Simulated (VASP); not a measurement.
## NaH: single point with PBE

The system is NaH.

```
Na H
1.0
     0.00000    2.39751    2.39751
     2.39751    0.00000    2.39751
     2.39751    2.39751    0.00000
Na H
1 1
Direct
  0.00000 0.00000 0.00000
  0.50000 0.50000 0.50000
```

| Property | Result |
| --- | --- |
| Program | VASP 6.6.1 |
| Task | single point |
| Functional | PBE |
| Potentials or basis | VASP PAW PBE potentials, release 64 (Na_pv, H) |
| Cutoff | 500 eV |
| k mesh | 6 × 6 × 6, shifted |
| Occupations | gaussian, width 0.01 eV |
| Spin | no spin polarisation |
| Dipole correction | no |
| Further INCAR settings | ALGO = Normal; EDIFF = 1e-06; NBANDS = 11; ISYM = 0 |

```yaml
Pressure: 0.5 GPa
Band_gap_on_the_k_mesh: 4.07 eV (least direct gap 4.83 eV)
```

Levels at points of the mesh, in eV from the valence-band top:
| k point | band 2 | band 3 | band 4 | band 5 | band 6 | band 7 |
| --- | --- | --- | --- | --- | --- | --- |
| (0.00, 0.00, 0.08) | -21.97 | -21.97 | -3.47 | 10.31 | 14.09 | 15.38 |

Wall time 49 s on 1 thread of Intel(R) Xeon(R) 6975P-C (Granite Rapids) (shared host), peak memory 0.23 GiB.

Caveat: the structure was generated, so it needn't be the stable form of NaH; a shifted mesh leaves out Γ, where band edges can lie. A k mesh can miss the band edges.
